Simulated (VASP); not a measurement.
# CoH4 (Fm-3m) in VASP: single point with PBE

Aim: the single point of CoH4 with PBE.

All numbers are computed with VASP 6.6.1; they aren't measurements. Logs are shortened: lines on timing, memory, paths and dates and some standing lists are left out, and cuts for length are marked.

## (1) The cell of the first run

Symmetry: Fm-3m, No. 225, cubic system. Conventional cell: a = 6.415 Å, b = 6.415 Å, c = 6.415 Å, α = 90.00°, β = 90.00°, γ = 90.00°. Co (site symmetry -43m) has 4 H at 1.50 Å within 2.0 Å. H (site symmetry 3m) has 3 H at 1.48 Å and 1 Co at 1.50 Å within 2.0 Å.

## (2) Single point, PBE, collinear spin, ferromagnetic start

File INCAR:

```
PREC = Accurate ; ENCUT = 600
EDIFF = 1E-6 ; ISMEAR = 0
SIGMA = 0.15 ; LREAL = F
LASPH = T ; NELM = 200
ALGO = Normal ; ISIF = 2
LWAVE = F ; LCHARG = F
ISPIN = 2 ; MAGMOM = 3 3 0 0 0 0 0 0 0 0
LORBIT = 11 ; LMAXMIX = 4
GGA = PE ; NBANDS = 28
GGA_COMPAT = F
```

File KPOINTS:

```
regular mesh
0
Gamma
  3 3 3
```

File POSCAR:

```
CoH4
1.0
    0.0000000000      3.2073883684      3.2073883684
    3.2073883684      0.0000000000      3.2073883684
    3.2073883684      3.2073883684      0.0000000000
Co H
2 8
Direct
    0.2500000000      0.2500000000      0.2500000000
    0.7500000000      0.7500000000      0.7500000000
    0.6151761905      0.6151761905      0.6151761905
    0.6151761905      0.6151761905      0.1544714286
    0.6151761905      0.1544714286      0.6151761905
    0.1544714286      0.6151761905      0.6151761905
    0.3848238095      0.3848238095      0.8455285714
    0.3848238095      0.3848238095      0.3848238095
    0.3848238095      0.8455285714      0.3848238095
    0.8455285714      0.3848238095      0.3848238095
```

Potentials or basis: VASP PAW PBE potentials, release 64 (Co, H).

Launch:

```
> cat potpaw_PBE.64/Co/POTCAR potpaw_PBE.64/H/POTCAR > POTCAR
> mpirun -np 1 vasp_std > vasp.out
```

OUTCAR:

```text
PREC = Accurate
   ENCUT = 600
   EDIFF = 1E-6
   ISMEAR = 0
   LREAL = F
   LASPH = T
   NELM = 200
   ISIF = 2
   ISPIN = 2
   LORBIT = 11
   GGA = PE

 ion  position               nearest neighbor table
   1  0.250  0.250  0.250-   8 1.50   7 1.50   9 1.50  10 1.50
   2  0.750  0.750  0.750-   3 1.50   4 1.50   5 1.50   6 1.50
   3  0.615  0.615  0.615-   2 1.50
   4  0.615  0.615  0.154-   2 1.50
   5  0.615  0.154  0.615-   2 1.50
   6  0.154  0.615  0.615-   2 1.50
   7  0.385  0.385  0.846-   1 1.50
   8  0.385  0.385  0.385-   1 1.50
   9  0.385  0.846  0.385-   1 1.50
  10  0.846  0.385  0.385-   1 1.50

  LATTYP: Found a face centered cubic cell.
 ALAT       =     6.4147767368

  Lattice vectors:

 A1 = (   0.0000000000,   3.2073883684,   3.2073883684)
 A2 = (   3.2073883684,   0.0000000000,   3.2073883684)
 A3 = (   3.2073883684,   3.2073883684,   0.0000000000)

Analysis of symmetry for initial positions (statically):
=====================================================================
 Subroutine PRICEL returns:
 Original cell was already a primitive cell.

 Routine SETGRP: Setting up the symmetry group for a
 face centered cubic supercell.

 Subroutine GETGRP returns: Found 48 space group operations
 (whereof 48 operations were pure point group operations)
 out of a pool of 48 trial point group operations.

The static configuration has the point symmetry O_h .

Analysis of symmetry for dynamics (positions and initial velocities):
=====================================================================
 Subroutine PRICEL returns:
 Original cell was already a primitive cell.

 Routine SETGRP: Setting up the symmetry group for a
 face centered cubic supercell.

 Subroutine GETGRP returns: Found 48 space group operations
 (whereof 48 operations were pure point group operations)
 out of a pool of 48 trial point group operations.

The dynamic configuration has the point symmetry O_h .

Analysis of structural, dynamic, and magnetic symmetry:
=====================================================================
 Subroutine PRICEL returns:
 Original cell was already a primitive cell.

 Routine SETGRP: Setting up the symmetry group for a
 face centered cubic supercell.

 Subroutine GETGRP returns: Found 48 space group operations
 (whereof 48 operations were pure point group operations)
 out of a pool of 48 trial point group operations.

The overall configuration has the point symmetry O_h .

 Subroutine INISYM returns: Found 48 space group operations
 (whereof 48 operations are pure point group operations),
 and found     1 'primitive' translations

----------------------------------------------------------------------------------------

                                     Primitive cell

  volume of cell :      65.9910

  direct lattice vectors                    reciprocal lattice vectors
     0.000000000  3.207388368  3.207388368    -0.155890071  0.155890071  0.155890071
     3.207388368  0.000000000  3.207388368     0.155890071 -0.155890071  0.155890071
     3.207388368  3.207388368  0.000000000     0.155890071  0.155890071 -0.155890071

  length of vectors
     4.535932130  4.535932130  4.535932130     0.270009523  0.270009523  0.270009523

  position of ions in fractional coordinates (direct lattice)
     0.250000000  0.250000000  0.250000000
     0.750000000  0.750000000  0.750000000
     0.615176191  0.615176191  0.615176191
     0.615176191  0.615176191  0.154471429
     0.615176191  0.154471429  0.615176191
     0.154471429  0.615176191  0.615176191
     0.384823809  0.384823809  0.845528571
     0.384823809  0.384823809  0.384823809
     0.384823809  0.845528571  0.384823809
     0.845528571  0.384823809  0.384823809

  ion indices of the primitive-cell ions
   primitive index   ion index
                 1           1
                 2           2
[... 44 lines left out ...]
   dimension x,y,z NGX =    36 NGY =   36 NGZ =   36
   dimension x,y,z NGXF=    72 NGYF=   72 NGZF=   72
   ions per type =               2   8
   NGX,Y,Z   is equivalent  to a cutoff of  13.19, 13.19, 13.19 a.u.
   NGXF,Y,Z  is equivalent  to a cutoff of  26.39, 26.39, 26.39 a.u.
 SYSTEM =  unknown system
   PREC   = accura    normal or accurate (medium, high low for compatibility)
   ISTART =      0    job   : 0-new  1-cont  2-samecut
   ICHARG =      2    charge: 1-file 2-atom 10-const
   ISPIN  =      2    spin polarized calculation?
   LNONCOLLINEAR =      F non collinear calculations
   LSORBIT =      F    spin-orbit coupling
   LASPH  =      T    aspherical Exc in radial PAW
   ENCUT  =  600.0 eV  44.10 Ry    6.64 a.u.   9.06  9.06  9.06*2*pi/ulx,y,z
   NELM   =    200;   NELMIN=  2; NELMDL= -5     # of ELM steps
   EDIFF  = 0.1E-05   stopping-criterion for ELM
   LREAL  =      F    real-space projection
   EDIFFG = 0.1E-04   stopping-criterion for IOM
   NSW    =      0    number of steps for IOM
   IBRION =     -1    ionic relax: 0-MD 1-quasi-New 2-CG
   NFREE  =      0    steps in history (QN), initial steepest desc. (CG)
   ISIF   =      2    stress and relaxation
   ISYM   =      2    0-nonsym 1-usesym 2-fastsym
   POTIM  = 0.5000    time-step for ionic-motion
   TEBEG  =    0.0;   TEEND  =   0.0 temperature during run
   PSTRESS=    0.0 pullay stress
   NELECT =      26.0000    total number of electrons
   NUPDOWN=      -1.0000    fix difference up-down
   EMIN   =  10.00;   EMAX   =-10.00  energy-range for DOS
   EFERMI =   0.00;   METHOD = LEGACY
   ISMEAR =     0;   SIGMA  =   0.15  broadening in eV -4-tet -1-fermi 0-gaus
   EFERMI_NEDOS =   21; number of points for ismear=-14 and -15
   IALGO  =     38    algorithm
   IMIX   =      4    mixing-type and parameters
     AMIX     =   0.40;   BMIX     =  1.00
     AMIX_MAG =   1.60;   BMIX_MAG =  1.00
  volume/ion in A,a.u.               =       6.60        44.53
  Fermi-wavevector in a.u.,A,eV,Ry     =   1.200156  2.267966 19.597487  1.440375
  Thomas-Fermi vector in A             =   2.336000
   LORBIT       =     11    0 simple, 1 ext, 2 COOP (PROOUT), +10 PAW based schemes
   GGA     = PE    functional components
   LHFCALC =     F    Hartree Fock is set to
   AEXX    =    0.0000 exact exchange contribution
   IVDW    =     0    specifies the selected vdW correction
   LEPSILON=     F    determine dielectric tensor
   LRPA    =     F    only Hartree local field effects (RPA)
 spin polarized calculation
 Gauss-broadening in eV      SIGMA  =   0.15
  energy-cutoff  :      600.00
  volume of cell :       65.99
 maximum number of plane-waves:      2229
   NGX = 19   NGY = 19   NGZ = 19

 number of electron      26.0000010 magnetization       0.0067301

 number of electron      26.0000010 magnetization      -0.0002583

 Free energy of the ion-electron system (eV)
  ---------------------------------------------------
  ext. energy  EPLUGINS =         0.00000000
  ---------------------------------------------------
  free energy    TOTEN  =       -33.91789530 eV

  energy without entropy =      -33.88740933  energy(sigma->0) =      -33.90265231

 E-fermi :   2.4400     XC(G=0):  -9.7962

 val. band max:        2.3113731991   @ k =   0.3333   0.3333   0.0000
 cond. band min:       2.7190277169   @ k =  -0.3333   0.3333   0.0000
 fundamental gap:      0.4076545178
 Fermi energy:         2.4399732092

 spin component 1

 k-point     1 :       0.0000    0.0000    0.0000
  band No.  band energies     occupation
      1      -8.5507      1.00000
      2      -2.5099      1.00000
      3      -2.5099      1.00000
      4      -2.5099      1.00000
      5       0.0374      1.00000
      6       0.0374      1.00000
[... 101 lines left out ...]
     24      15.8994      0.00000
     25      15.9409      0.00000
 Fermi energy:         2.4399732092

 spin component 2

 k-point     1 :       0.0000    0.0000    0.0000
  band No.  band energies     occupation
      1      -8.5507      1.00000
      2      -2.5099      1.00000
      3      -2.5099      1.00000
      4      -2.5099      1.00000
      5       0.0373      1.00000
      6       0.0373      1.00000
[... 101 lines left out ...]
     24      15.8993      0.00000
     25      15.9408      0.00000
 [bands above 25 left out]

------------------------ aborting loop because EDIFF is reached ----------------------------------------

  FORCE on cell =-STRESS in cart. coord.  units (eV):
  Direction    XX          YY          ZZ          XY          YZ          ZX
  --------------------------------------------------------------------------------------
  -------------------------------------------------------------------------------------
  Total        0.0344373      0.0344373      0.0344373      0.0000000      0.0000000      0.0000000
  in kB        0.8360950      0.8360950      0.8360950      0.0000000      0.0000000      0.0000000
  external PRESSURE =       0.8360950 kB  Pullay stress =       0.0000000 kB

 VOLUME and BASIS-vectors are now :
 -----------------------------------------------------------------------------
  energy-cutoff  :      600.00
  volume of cell :       65.99
      direct lattice vectors                 reciprocal lattice vectors
     0.000000000  3.207388368  3.207388368    -0.155890071  0.155890071  0.155890071
     3.207388368  0.000000000  3.207388368     0.155890071 -0.155890071  0.155890071
     3.207388368  3.207388368  0.000000000     0.155890071  0.155890071 -0.155890071

 POSITION                                       TOTAL-FORCE (eV/Angst)
 -----------------------------------------------------------------------------------
      1.60369      1.60369      1.60369        -0.000000      0.000000      0.000000
      4.81108      4.81108      4.81108        -0.000000      0.000000      0.000000
      3.94622      3.94622      3.94622        -0.009279     -0.009279     -0.009279
      2.46856      2.46856      3.94622         0.009279      0.009279     -0.009279
      2.46856      3.94622      2.46856         0.009279     -0.009279      0.009279
      3.94622      2.46856      2.46856        -0.009279      0.009279      0.009279
      3.94622      3.94622      2.46856        -0.009279     -0.009279      0.009279
      2.46856      2.46856      2.46856         0.009279      0.009279      0.009279
      3.94622      2.46856      3.94622        -0.009279      0.009279     -0.009279
      2.46856      3.94622      3.94622         0.009279     -0.009279     -0.009279
 -----------------------------------------------------------------------------------
    total drift:                                0.000000      0.000000      0.000000

  FREE ENERGIE OF THE ION-ELECTRON SYSTEM (eV)
  ---------------------------------------------------
  free  energy   TOTEN  =       -33.9178952957 eV

  energy  without entropy=      -33.8874093313  energy(sigma->0) =      -33.90265231

 total charge

# of ion       s       p       d       tot
------------------------------------------
    1        0.508   0.428   7.500   8.436
    2        0.508   0.428   7.500   8.436
    3        0.504   0.028   0.000   0.532
    4        0.504   0.028   0.000   0.532
    5        0.504   0.028   0.000   0.532
    6        0.504   0.028   0.000   0.532
    7        0.504   0.028   0.000   0.532
    8        0.504   0.028   0.000   0.532
    9        0.504   0.028   0.000   0.532
   10        0.504   0.028   0.000   0.532
--------------------------------------------------
tot          5.047   1.078  15.000  21.124

 magnetization (x)

# of ion       s       p       d       tot
------------------------------------------
    1        0.000  -0.000  -0.000  -0.000
    2        0.000  -0.000  -0.000  -0.000
    3        0.000  -0.000   0.000   0.000
    4        0.000  -0.000   0.000   0.000
    5        0.000  -0.000   0.000   0.000
    6        0.000  -0.000   0.000   0.000
    7        0.000  -0.000   0.000   0.000
    8        0.000  -0.000   0.000   0.000
    9        0.000  -0.000   0.000   0.000
   10        0.000  -0.000   0.000   0.000
--------------------------------------------------
tot          0.000  -0.000  -0.000  -0.000
```

Wall time 62 s (1 thread of Intel Xeon 8259CL, shared host); peak memory 0.24 GiB.

What came out:

```
Free energy                                           : -33.9179 eV
Pressure                                              : 0.1 GPa
Largest force                                         : 0.016 eV/Å
Band gap on the k mesh                                : zero (filled and empty bands overlap)
Net moment                                            : 0.00 μB per cell
Valence electrons inside the program's atomic spheres : Co 8.44; H 0.53
```

Forces in eV/Å, atoms in the order of the input:
```
Co   0.000  0.000  0.000
Co   0.000  0.000  0.000
H   -0.009 -0.009 -0.009
H    0.009  0.009 -0.009
H    0.009 -0.009  0.009
H   -0.009  0.009  0.009
H   -0.009 -0.009  0.009
H    0.009  0.009  0.009
H   -0.009  0.009 -0.009
H    0.009 -0.009 -0.009
```

Levels at points of the mesh, in eV from the Fermi level:
Spin up:
```tsv
k point	band 9	band 10	band 11	band 12	band 13	band 14	band 15	band 16
(0.00, 0.00, 0.00)	-1.76	-0.38	-0.38	1.14	1.14	1.14	1.46	1.46
```
Spin down:
| k point | band 9 | band 10 | band 11 | band 12 | band 13 | band 14 | band 15 | band 16 |
| --- | --- | --- | --- | --- | --- | --- | --- | --- |
| (0.00, 0.00, 0.00) | -1.76 | -0.38 | -0.38 | 1.14 | 1.14 | 1.14 | 1.46 | 1.46 |

Caveat: the k points lie up to 0.57 Å⁻¹ apart; the starting moments collapsed, and a magnetic state may lie lower.
